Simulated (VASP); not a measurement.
# Sr3Zn2H (P4/mmm) in VASP: a series of runs

Sr3Zn2H is run at these levels: PBE; tasks: single point.

Everything below comes from runs of VASP 6.6.1. Logs are shortened: lines on timing, memory, paths and dates and some standing lists are left out, and cuts for length are marked.

### 1 The cell of the first run

The structure is tetragonal, space group P4/mmm (No. 123). The conventional cell has a = 3.768 Å, b = 3.768 Å, c = 11.597 Å, α = 90.00°, β = 90.00°, γ = 90.00°. Sr (site symmetry 4mm) has 4 H at 3.26 Å and 4 Zn at 3.31 Å and 6 Sr at 3.77 to 3.91 Å within 4.3 Å. Within 4.3 Å of Sr (site symmetry 4/mmm) lie 8 Zn at 3.30 Å and 6 Sr at 3.77 to 3.91 Å. Zn (site symmetry 4mm) has 8 Sr at 3.30 to 3.31 Å and 5 Zn at 3.77 to 3.90 Å and 1 H at 3.85 Å within 4.3 Å. H (site symmetry 4/mmm) has 8 Sr at 3.26 Å and 4 H at 3.77 Å and 2 Zn at 3.85 Å within 4.3 Å.

The cell was generated, and may not be a known phase.

### 2 Single point, PBE

Input file INCAR:

```
SYSTEM = Sr3Zn2H
ALGO = Normal ; EDIFF = 1E-7
ENCUT = 520 ; GGA = PE
ISIF = 2 ; ISMEAR = 0
LASPH = .TRUE. ; LCHARG = .TRUE.
LELF = .TRUE. ; LREAL = .FALSE.
LVHAR = .TRUE. ; LWAVE = .FALSE.
NBANDS = 36 ; NELM = 80
PREC = Accurate ; SIGMA = 0.1
```

Input file KPOINTS:

```
k-points
0
G
  6 6 2
  0 0 0
```

Input file POSCAR:

```
Sr3Zn2H
1.0
    3.7679687298      0.0000000000      0.0000000000
    0.0000000000      3.7679687298      0.0000000000
    0.0000000000      0.0000000000     11.5967139189
Sr Zn H
3 2 1
Direct
    0.5000000000      0.5000000000      0.1625255311
    0.5000000000      0.5000000000      0.5000000000
    0.5000000000      0.5000000000      0.8374744689
    0.0000000000      0.0000000000      0.3317686592
    0.0000000000      0.0000000000      0.6682313408
    0.0000000000      0.0000000000      0.0000000000
```

Potentials or basis: VASP PAW PBE potentials, release 64 (Sr_sv, Zn, H).

On the command line:

```console
> cat potpaw_PBE.64/Sr_sv/POTCAR potpaw_PBE.64/Zn/POTCAR potpaw_PBE.64/H/POTCAR > POTCAR
> mpirun -np 1 vasp_std > vasp.out
```

OUTCAR:

```text
SYSTEM = Sr3Zn2H
   EDIFF = 1E-7
   ENCUT = 520
   GGA = PE
   ISIF = 2
   ISMEAR = 0
   LASPH = .TRUE.
   LREAL = .FALSE.
   NELM = 80
   PREC = Accurate

 ion  position               nearest neighbor table
   1  0.500  0.500  0.163-   4 3.31   4 3.31   4 3.31   4 3.31   3 3.77   2 3.91
   2  0.500  0.500  0.500-   4 3.30   5 3.30   4 3.30   5 3.30   4 3.30   5 3.30   4 3.30   5 3.30
                             1 3.91   3 3.91
   3  0.500  0.500  0.837-   5 3.31   5 3.31   5 3.31   5 3.31   1 3.77   2 3.91
   4  0.000  0.000  0.332-   2 3.30   2 3.30   2 3.30   2 3.30   1 3.31   1 3.31   1 3.31   1 3.31

   5  0.000  0.000  0.668-   2 3.30   2 3.30   2 3.30   2 3.30   3 3.31   3 3.31   3 3.31   3 3.31

   6  0.000  0.000  0.000-

  LATTYP: Found a simple tetragonal cell.
 ALAT       =     3.7679687298
 C/A-ratio  =     3.0777097026

  Lattice vectors:

 A1 = (   3.7679687298,   0.0000000000,   0.0000000000)
 A2 = (   0.0000000000,   3.7679687298,   0.0000000000)
 A3 = (   0.0000000000,   0.0000000000,  11.5967139189)

Analysis of symmetry for initial positions (statically):
=====================================================================
 Subroutine PRICEL returns:
 Original cell was already a primitive cell.

 Routine SETGRP: Setting up the symmetry group for a
 simple tetragonal supercell.

 Subroutine GETGRP returns: Found 16 space group operations
 (whereof 16 operations were pure point group operations)
 out of a pool of 16 trial point group operations.

The static configuration has the point symmetry D_4h.

Analysis of symmetry for dynamics (positions and initial velocities):
=====================================================================
 Subroutine PRICEL returns:
 Original cell was already a primitive cell.

 Routine SETGRP: Setting up the symmetry group for a
 simple tetragonal supercell.

 Subroutine GETGRP returns: Found 16 space group operations
 (whereof 16 operations were pure point group operations)
 out of a pool of 16 trial point group operations.

The dynamic configuration has the point symmetry D_4h.

 Subroutine INISYM returns: Found 16 space group operations
 (whereof 16 operations are pure point group operations),
 and found     1 'primitive' translations

----------------------------------------------------------------------------------------

                                     Primitive cell

  volume of cell :     164.6454

  direct lattice vectors                    reciprocal lattice vectors
     3.767968730  0.000000000  0.000000000     0.265394984  0.000000000  0.000000000
     0.000000000  3.767968730  0.000000000     0.000000000  0.265394984  0.000000000
     0.000000000  0.000000000 11.596713919     0.000000000  0.000000000  0.086231324

  length of vectors
     3.767968730  3.767968730 11.596713919     0.265394984  0.265394984  0.086231324

  position of ions in fractional coordinates (direct lattice)
     0.500000000  0.500000000  0.162525531
     0.500000000  0.500000000  0.500000000
     0.500000000  0.500000000  0.837474469
     0.000000000  0.000000000  0.331768659
     0.000000000  0.000000000  0.668231341
     0.000000000  0.000000000  0.000000000

  ion indices of the primitive-cell ions
   primitive index   ion index
                 1           1
                 2           2
                 3           3
                 4           4
                 5           5
                 6           6

----------------------------------------------------------------------------------------

 KPOINTS: k-points

Automatic generation of k-mesh.
 Grid dimensions read from file:
 generate k-points for:    6    6    2

 Generating k-lattice:

  Cartesian coordinates                     Fractional coordinates (reciprocal lattice)
     0.044232497  0.000000000  0.000000000     0.166666667  0.000000000  0.000000000
     0.000000000  0.044232497  0.000000000     0.000000000  0.166666667  0.000000000
     0.000000000  0.000000000  0.043115662     0.000000000  0.000000000  0.500000000

  Length of vectors
     0.044232497  0.044232497  0.043115662

  Shift w.r.t. Gamma in fractional coordinates (k-lattice)
     0.000000000  0.000000000  0.000000000

 Subroutine IBZKPT returns following result:
 ===========================================

 Found     20 irreducible k-points:

 Following reciprocal coordinates:
            Coordinates               Weight
  0.000000  0.000000  0.000000      1.000000
  0.166667  0.000000  0.000000      4.000000
  0.333333  0.000000  0.000000      4.000000
  0.500000  0.000000  0.000000      2.000000
  0.166667  0.166667  0.000000      4.000000
  0.333333  0.166667  0.000000      8.000000
[... 12 lines left out ...]
  0.500000  0.333333  0.500000      4.000000
  0.500000  0.500000  0.500000      1.000000
   k-points           NKPTS =     20   k-points in BZ     NKDIM =     20   number of bands    NBANDS=     36
   number of dos      NEDOS =    301   number of ions     NIONS =      6
   total plane-waves  NPLWV =  70560
   dimension x,y,z NGX =    28 NGY =   28 NGZ =   90
   dimension x,y,z NGXF=    56 NGYF=   56 NGZF=  180
   ions per type =               3   2   1
   NGX,Y,Z   is equivalent  to a cutoff of  12.35, 12.35, 12.90 a.u.
   NGXF,Y,Z  is equivalent  to a cutoff of  24.71, 24.71, 25.80 a.u.
 SYSTEM =  Sr3Zn2H
   PREC   = accura    normal or accurate (medium, high low for compatibility)
   ISTART =      0    job   : 0-new  1-cont  2-samecut
   ICHARG =      2    charge: 1-file 2-atom 10-const
   ISPIN  =      1    spin polarized calculation?
   LNONCOLLINEAR =      F non collinear calculations
   LSORBIT =      F    spin-orbit coupling
   LASPH  =      T    aspherical Exc in radial PAW
   ENCUT  =  520.0 eV  38.22 Ry    6.18 a.u.   7.01  7.01 21.56*2*pi/ulx,y,z
   NELM   =     80;   NELMIN=  2; NELMDL= -5     # of ELM steps
   EDIFF  = 0.1E-06   stopping-criterion for ELM
   LREAL  =      F    real-space projection
   EDIFFG = 0.1E-05   stopping-criterion for IOM
   NSW    =      0    number of steps for IOM
   IBRION =     -1    ionic relax: 0-MD 1-quasi-New 2-CG
   NFREE  =      0    steps in history (QN), initial steepest desc. (CG)
   ISIF   =      2    stress and relaxation
   ISYM   =      2    0-nonsym 1-usesym 2-fastsym
   POTIM  = 0.5000    time-step for ionic-motion
   TEBEG  =    0.0;   TEEND  =   0.0 temperature during run
   PSTRESS=    0.0 pullay stress
   NELECT =      55.0000    total number of electrons
   NUPDOWN=      -1.0000    fix difference up-down
   EMIN   =  10.00;   EMAX   =-10.00  energy-range for DOS
   EFERMI =   0.00;   METHOD = LEGACY
   ISMEAR =     0;   SIGMA  =   0.10  broadening in eV -4-tet -1-fermi 0-gaus
   EFERMI_NEDOS =   21; number of points for ismear=-14 and -15
   IALGO  =     38    algorithm
   IMIX   =      4    mixing-type and parameters
     AMIX     =   0.40;   BMIX     =  1.00
     AMIX_MAG =   1.60;   BMIX_MAG =  1.00
  volume/ion in A,a.u.               =      27.44       185.18
  Fermi-wavevector in a.u.,A,eV,Ry     =   1.135915  2.146568 17.555641  1.290303
  Thomas-Fermi vector in A             =   2.272620
   LORBIT       =      0    0 simple, 1 ext, 2 COOP (PROOUT), +10 PAW based schemes
   GGA     = PE    functional components
   LHFCALC =     F    Hartree Fock is set to
   AEXX    =    0.0000 exact exchange contribution
   IVDW    =     0    specifies the selected vdW correction
   LEPSILON=     F    determine dielectric tensor
   LRPA    =     F    only Hartree local field effects (RPA)
 non-spin polarized calculation
 Gauss-broadening in eV      SIGMA  =   0.10
  energy-cutoff  :      520.00
  volume of cell :      164.65
 maximum number of plane-waves:      4472
   NGX = 15   NGY = 15   NGZ = 43

 number of electron      55.0000042 magnetization

 Free energy of the ion-electron system (eV)
  ---------------------------------------------------
  ext. energy  EPLUGINS =         0.00000000
  ---------------------------------------------------
  free energy    TOTEN  =       -10.95477102 eV

  energy without entropy =      -10.94067954  energy(sigma->0) =      -10.94772528

 E-fermi :   2.2409     XC(G=0):  -8.7761

 val. band max:        2.2187597482   @ k =   0.5000   0.0000   0.0000
 cond. band min:       2.2586932184   @ k =   0.3333   0.3333   0.0000
 fundamental gap:      0.0399334702
 Fermi energy:         2.2408611853

 k-point     1 :       0.0000    0.0000    0.0000
  band No.  band energies     occupation
      1     -34.0697      2.00000
      2     -34.0568      2.00000
      3     -33.1745      2.00000
      4     -16.2261      2.00000
      5     -16.0522      2.00000
      6     -15.9150      2.00000
[... 28 lines left out ...]
     35       5.2984      0.00000
     36       5.7883      0.00000

 k-point     2 :       0.1667    0.0000    0.0000
  band No.  band energies     occupation
      1     -34.0636      2.00000
      2     -34.0508      2.00000
      3     -33.1682      2.00000
      4     -16.2133      2.00000
      5     -16.0422      2.00000
      6     -16.0083      2.00000
[... 28 lines left out ...]
     35       5.3989      0.00000
     36       5.5522      0.00000

 k-point     3 :       0.3333    0.0000    0.0000
  band No.  band energies     occupation
      1     -34.0514      2.00000
      2     -34.0388      2.00000
      3     -33.1555      2.00000
      4     -16.1885      2.00000
      5     -16.1875      2.00000
      6     -16.1637      2.00000
[... 28 lines left out ...]
     35       5.2345      0.00000
     36       5.5698      0.00000
[... 586 lines left out ...]
 k-point    19 :       0.5000    0.3333    0.5000
  band No.  band energies     occupation
      1     -34.0275      2.00000
      2     -34.0153      2.00000
      3     -33.1307      2.00000
      4     -16.2344      2.00000
      5     -16.2101      2.00000
      6     -16.1483      2.00000
[... 28 lines left out ...]
     35       5.1589      0.00000
     36       5.7626      0.00000

 k-point    20 :       0.5000    0.5000    0.5000
  band No.  band energies     occupation
      1     -34.0216      2.00000
      2     -34.0094      2.00000
      3     -33.1245      2.00000
      4     -16.2205      2.00000
      5     -16.2205      2.00000
      6     -16.1973      2.00000
[... 28 lines left out ...]
     35       4.6664      0.00000
     36       6.3809      0.00000

------------------------ aborting loop because EDIFF is reached ----------------------------------------

  FORCE on cell =-STRESS in cart. coord.  units (eV):
  Direction    XX          YY          ZZ          XY          YZ          ZX
  --------------------------------------------------------------------------------------
  -------------------------------------------------------------------------------------
  Total        0.3598832      0.3598832      0.3924252      0.0000000     -0.0000000      0.0000000
  in kB        3.5020527      3.5020527      3.8187207      0.0000000     -0.0000000      0.0000000
  external PRESSURE =       3.6076087 kB  Pullay stress =       0.0000000 kB

 VOLUME and BASIS-vectors are now :
 -----------------------------------------------------------------------------
  energy-cutoff  :      520.00
  volume of cell :      164.65
      direct lattice vectors                 reciprocal lattice vectors
     3.767968730  0.000000000  0.000000000     0.265394984  0.000000000  0.000000000
     0.000000000  3.767968730  0.000000000     0.000000000  0.265394984  0.000000000
     0.000000000  0.000000000 11.596713919     0.000000000  0.000000000  0.086231324

 POSITION                                       TOTAL-FORCE (eV/Angst)
 -----------------------------------------------------------------------------------
      1.88398      1.88398      1.88476        -0.000000      0.000000     -0.001637
      1.88398      1.88398      5.79836        -0.000000      0.000000      0.000000
      1.88398      1.88398      9.71195        -0.000000     -0.000000      0.001637
      0.00000      0.00000      3.84743        -0.000000     -0.000000     -0.017914
      0.00000      0.00000      7.74929         0.000000      0.000000      0.017914
      0.00000      0.00000      0.00000        -0.000000      0.000000      0.000000
 -----------------------------------------------------------------------------------
    total drift:                                0.000000      0.000000      0.000000

  FREE ENERGIE OF THE ION-ELECTRON SYSTEM (eV)
  ---------------------------------------------------
  free  energy   TOTEN  =       -10.9547710174 eV

  energy  without entropy=      -10.9406795436  energy(sigma->0) =      -10.94772528
```

Run time: 60 s. Hardware: 1 thread of AMD EPYC 9R45 (Zen 5), shared host; peak memory 0.28 GiB.

What came out:

- Free energy: -10.9548 eV
- Pressure: 0.4 GPa
- Largest force: 0.018 eV/Å
- Band gap on the k mesh: zero (an odd number of electrons rules out a gap without spin polarisation)

Forces on the atoms (eV/Å):
```
Sr   0.000  0.000 -0.002
Sr   0.000  0.000  0.000
Sr   0.000  0.000  0.002
Zn   0.000  0.000 -0.018
Zn   0.000  0.000  0.018
H    0.000  0.000  0.000
```

Levels at points of the mesh, in eV from the Fermi level:
```csv
k point,band 24,band 25,band 26,band 27,band 28,band 29,band 30,band 31
"(0.00, 0.00, 0.00)",-4.75,-4.47,-1.34,-0.67,0.95,0.98,1.30,1.71
"(0.50, 0.00, 0.00)",-3.59,-3.58,-2.16,-0.96,-0.02,0.55,1.28,1.61
"(0.50, 0.50, 0.00)",-2.62,-2.24,-0.65,-0.65,-0.28,-0.28,0.20,1.09
"(0.00, 0.00, 0.50)",-5.38,-3.77,-2.20,0.28,0.92,0.98,1.23,1.76
"(0.50, 0.00, 0.50)",-3.63,-3.56,-1.94,-1.50,0.51,0.90,0.99,1.41
"(0.50, 0.50, 0.50)",-3.06,-1.55,-0.75,-0.75,-0.65,-0.10,-0.10,1.18
```

### 3 Single point, PBE

This run uses another cell than the first one, of 19.98 Å³/atom.

Input file INCAR:

```
ALGO = Normal ; EDIFF = 1E-7
ENCUT = 520 ; GGA = PE
ISIF = 2 ; ISMEAR = 0
LASPH = True ; LCHARG = False
LREAL = False ; LWAVE = False
NBANDS = 36 ; NELM = 100
PREC = Accurate ; SIGMA = 0.1
```

Input file KPOINTS:

```
k-points
0
Gamma
  6 6 2
```

Input file POSCAR:

```
Sr3Zn2H
1.0
    3.3946681800      0.0000000000      0.0000000000
    0.0000000000      3.3946681800      0.0000000000
    0.0000000000      0.0000000000     10.4047685900
Sr Zn H
3 2 1
Direct
    0.5000000000      0.5000000000      0.1817286000
    0.5000000000      0.5000000000      0.5000000000
    0.5000000000      0.5000000000      0.8182714000
    0.0000000000      0.0000000000      0.3392778000
    0.0000000000      0.0000000000      0.6607222000
    0.0000000000      0.0000000000      0.0000000000
```

Potentials or basis: VASP PAW PBE potentials, release 64 (Sr_sv, Zn, H).

On the command line:

```console
> cat potpaw_PBE.64/Sr_sv/POTCAR potpaw_PBE.64/Zn/POTCAR potpaw_PBE.64/H/POTCAR > POTCAR
> mpirun -np 1 vasp_std > vasp.out
```

Run time: 52 s. Hardware: 1 thread of AMD EPYC 9R45 (Zen 5), shared host; peak memory 0.25 GiB.

Results (log left out):

| Property | Result |
| --- | --- |
| Free energy | -8.5012 eV |
| Pressure | 19.0 GPa |
| Largest force | 2.392 eV/Å |
| Band gap on the k mesh | zero (an odd number of electrons rules out a gap without spin polarisation) |

Forces on the atoms (eV/Å):
```
Sr   0.000  0.000 -2.392
Sr   0.000  0.000  0.000
Sr   0.000  0.000  2.392
Zn   0.000  0.000  0.284
Zn   0.000  0.000 -0.284
H    0.000  0.000  0.000
```

Stress tensor (GPa, compression positive):
```
19.05  0.00  0.00
 0.00 19.05  0.00
 0.00  0.00 18.79
```

Levels at points of the mesh, in eV from the Fermi level:
```csv
k point,band 24,band 25,band 26,band 27,band 28,band 29,band 30,band 31
"(0.00, 0.00, 0.00)",-4.96,-4.75,-1.46,-0.13,0.89,0.97,1.22,1.62
"(0.50, 0.00, 0.00)",-3.91,-3.47,-2.42,-0.74,0.68,1.25,1.63,2.03
"(0.50, 0.50, 0.00)",-3.02,-2.75,-1.43,-1.43,-0.47,-0.47,-0.10,1.66
"(0.00, 0.00, 0.50)",-5.83,-3.64,-2.43,0.44,1.00,1.05,1.15,1.70
"(0.50, 0.00, 0.50)",-3.65,-3.61,-2.20,-1.25,1.27,1.49,1.83,2.15
"(0.50, 0.50, 0.50)",-3.73,-1.54,-1.54,-1.41,-1.37,-0.18,-0.18,1.93
```

Caveat: the cell stands under pressure; forces of over 1 eV/Å act on the atoms, so gaps and moduli don't describe the material at rest.

The gap in the log of VASP goes by the Fermi energy; the results here count the filled bands.